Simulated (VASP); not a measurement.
# Ti in VASP: a series of runs, part 2 of 2

VASP 6.6.1. The steps go on from the part before.

## (4) Single point, PBE (equal xx and yy strain of +2 %)

The input, INCAR:

```
SYSTEM = Ti
PREC = Accurate ; ENCUT = 520
EDIFF = 1E-7 ; ISMEAR = -1
SIGMA = 0.05 ; LREAL = .False.
LASPH = .True. ; NELM = 100
ALGO = Normal ; ISIF = 2
LWAVE = .False. ; LCHARG = .False.
GGA = PE ; NBANDS = 12
```

The input, KPOINTS:

```
regular mesh
0
Gamma
  14 14 14
  0 0 0
```

The input, POSCAR:

```
Ti
1.0
   -1.6738200000      1.6738200000      1.6410000000
    1.6738200000     -1.6738200000      1.6410000000
    1.6738200000      1.6738200000     -1.6410000000
Ti
1
Direct
    0.0000000000      0.0000000000      0.0000000000
```

Potentials or basis: VASP PAW PBE potentials, release 64 (Ti_sv).

The run is started by

```console
cat potpaw_PBE.64/Ti_sv/POTCAR > POTCAR
mpirun -np 1 vasp_std > vasp.out
```

OUTCAR:

```text
SYSTEM = Ti
   PREC = Accurate
   ENCUT = 520
   EDIFF = 1E-7
   ISMEAR = -1
   LREAL = .False.
   LASPH = .True.
   NELM = 100
   ISIF = 2
   GGA = PE

 ion  position               nearest neighbor table
   1  0.000  0.000  0.000-

  LATTYP: Found a body centered tetragonal cell.
 ALAT       =     3.3476400000
 C/A-ratio  =     0.9803921569

  Lattice vectors:

 A1 = (  -1.6738200000,   1.6738200000,   1.6410000000)
 A2 = (   1.6738200000,  -1.6738200000,   1.6410000000)
 A3 = (   1.6738200000,   1.6738200000,  -1.6410000000)

[... 530 lines left out ...]
      5       5.1014      2.00000
      6       7.2650      1.98301
      7       7.5622      0.46856
      8       9.8405      0.00000
      9      10.4778      0.00000
     10      11.2463      0.00000
     11      17.8989      0.00000
     12      20.1524      0.00000

 [... further k-points ...]
[... 5 lines left out ...]
  --------------------------------------------------------------------------------------
  -------------------------------------------------------------------------------------
  Total       -0.6877713     -0.6877713     -0.7571599      0.0000000      0.0000000     -0.0000000
  in kB      -59.9195488    -59.9195488    -65.9647785      0.0000000      0.0000000     -0.0000000
  external PRESSURE =     -61.9346254 kB  Pullay stress =       0.0000000 kB

 VOLUME and BASIS-vectors are now :
 -----------------------------------------------------------------------------
  energy-cutoff  :      520.00
  volume of cell :       18.39
      direct lattice vectors                 reciprocal lattice vectors
    -1.673820000  1.673820000  1.641000000     0.000000000  0.298717903  0.304692261
     1.673820000 -1.673820000  1.641000000     0.298717903  0.000000000  0.304692261
     1.673820000  1.673820000 -1.641000000     0.298717903  0.298717903  0.000000000

 POSITION                                       TOTAL-FORCE (eV/Angst)
 -----------------------------------------------------------------------------------
      0.00000      0.00000      0.00000         0.000000     -0.000000      0.000000
 -----------------------------------------------------------------------------------
    total drift:                               -0.000000     -0.000000      0.000000

  FREE ENERGIE OF THE ION-ELECTRON SYSTEM (eV)
  ---------------------------------------------------
  free  energy   TOTEN  =        -7.7107512443 eV

  energy  without entropy=       -7.6894273846  energy(sigma->0) =       -7.70008931
```

OSZICAR:

```text
N       E                     dE             d eps       ncg     rms          rms(c)
DAV:   1     0.870038572062E+02    0.87004E+02   -0.65036E+03  5864   0.118E+03
DAV:   2    -0.443095204858E+01   -0.91435E+02   -0.89085E+02  6000   0.297E+02
DAV:   3    -0.876380882146E+01   -0.43329E+01   -0.42858E+01  8224   0.657E+01
DAV:   4    -0.885991704057E+01   -0.96108E-01   -0.96030E-01  6548   0.857E+00
DAV:   5    -0.886236759675E+01   -0.24506E-02   -0.24505E-02  6972   0.120E+00    0.793E+00
DAV:   6    -0.770425635190E+01    0.11581E+01   -0.29678E+00  6292   0.234E+01    0.192E+00
DAV:   7    -0.770315756526E+01    0.10988E-02   -0.63943E-02  6764   0.250E+00    0.120E+00
DAV:   8    -0.771031273502E+01   -0.71552E-02   -0.32018E-02  6260   0.202E+00    0.919E-02
DAV:   9    -0.771073182612E+01   -0.41909E-03   -0.16085E-03  6952   0.367E-01    0.617E-02
DAV:  10    -0.771076380569E+01   -0.31980E-04   -0.21836E-04  6260   0.139E-01    0.151E-02
DAV:  11    -0.771075020700E+01    0.13599E-04   -0.24537E-05  6848   0.702E-02    0.716E-03
DAV:  12    -0.771075102835E+01   -0.82135E-06   -0.15745E-06  8192   0.132E-02    0.478E-04
DAV:  13    -0.771075139165E+01   -0.36330E-06   -0.10350E-07  5668   0.258E-03    0.159E-03
DAV:  14    -0.771075126881E+01    0.12284E-06   -0.34835E-08  3264   0.255E-03    0.313E-04
DAV:  15    -0.771075124433E+01    0.24483E-07   -0.64102E-09  3072   0.846E-04
   1 F= -.77107512E+01 E0= -.77000893E+01  d E =-.213239E-01
```

stdout:

```text
POSCAR found type information on POSCAR Ti
 POSCAR found :  1 types and       1 ions
 scaLAPACK will be used
 LDA part: xc-table for (Slater+PW92), standard interpolation
 POSCAR, INCAR and KPOINTS ok, starting setup
 FFT: planning ... GRIDC
 FFT: planning ... GRID_SOFT
 FFT: planning ... GRID
 WAVECAR not read
 entering main loop
```

It took 61 s on 1 thread of AMD EPYC 7R43 (Zen 3), shared host; peak memory 0.14 GiB.

What came out:

```
Free energy            : -7.7108 eV
Pressure               : -6.2 GPa
Band gap on the k mesh : zero (band 6 reaches 8.44 eV, above the bottom of band 7 at 6.90 eV)
```

Caveat: the cell differs from its parent crystal (equal xx and yy strain of +2 %).

## (5) Single point, PBE

This run uses another cell than the first one, of 17.68 Å³/atom, 0.980 times its volume.

The input, INCAR:

```
SYSTEM = Ti
PREC = Accurate
ENCUT = 520
EDIFF = 1E-6
ISMEAR = -1
SIGMA = 0.28
LREAL = .FALSE.
LASPH = .TRUE.
NELM = 80
ALGO = Normal
ISIF = 2
LWAVE = .FALSE.
LCHARG = .TRUE.
GGA = PE
LELF = .TRUE.
LVHAR = .TRUE.
NBANDS = 12
```

The input, KPOINTS:

```
regular mesh
0
G
  14 14 14
  0 0 0
```

The input, POSCAR:

```
Ti
1.0
   -1.6410000000      1.6410000000      1.6410000000
    1.6410000000     -1.6410000000      1.6410000000
    1.6410000000      1.6410000000     -1.6410000000
Ti
1
Direct
    0.0000000000      0.0000000000      0.0000000000
```

The run is started by

```console
cat potpaw_PBE.64/Ti_sv/POTCAR > POTCAR
mpirun -np 1 vasp_std > vasp.out
```

Run time: 19 s. Hardware: 1 thread of Intel Xeon 6975P-C, shared host; peak memory 0.15 GiB.

It converged, with:

```
Free energy            : -8.0036 eV
Pressure               : -0.1 GPa
Band gap on the k mesh : zero (band 6 reaches 8.90 eV, above the bottom of band 7 at 7.26 eV)
```

Levels at points of the mesh, in eV from the Fermi level:
```tsv
k point	band 2	band 3	band 4	band 5	band 6	band 7	band 8	band 9	band 10	band 11
(0.00, 0.00, 0.00)	-32.44	-32.44	-32.44	-5.95	0.96	0.96	0.96	2.69	2.69	17.25
(0.50, 0.00, 0.00)	-33.07	-32.64	-32.44	-2.43	-0.39	1.06	2.67	3.02	4.17	8.56
(0.50, 0.50, 0.50)	-32.88	-32.88	-32.88	-2.06	-2.06	3.83	3.83	3.83	8.21	8.21
```

## (6) Overview

```tsv
cell	smearing	gap on the mesh (eV)	pressure (GPa)
a = 2.861 Å, angles 110.0, 110.0, 108.4°, 1 atom	fermi-dirac 0.05 eV	none	-4.5
a = 2.871 Å, angles 110.3, 110.3, 107.9°, 1 atom	fermi-dirac 0.05 eV	none	-5.3
a = 2.880 Å, angles 108.9, 108.9, 110.5°, 1 atom	fermi-dirac 0.05 eV	none	-6.2
a = 2.842 Å, angles 109.5°, 1 atom	fermi-dirac 0.28 eV	none	-0.1
```

Alike in all rows: task single point; level PBE; potentials or basis VASP PAW PBE potentials, release 64 (Ti_sv); no spin polarisation; k mesh 14 × 14 × 14; cutoff (eV) 520.

Absolute energies hang on the potentials; compare differences alone.
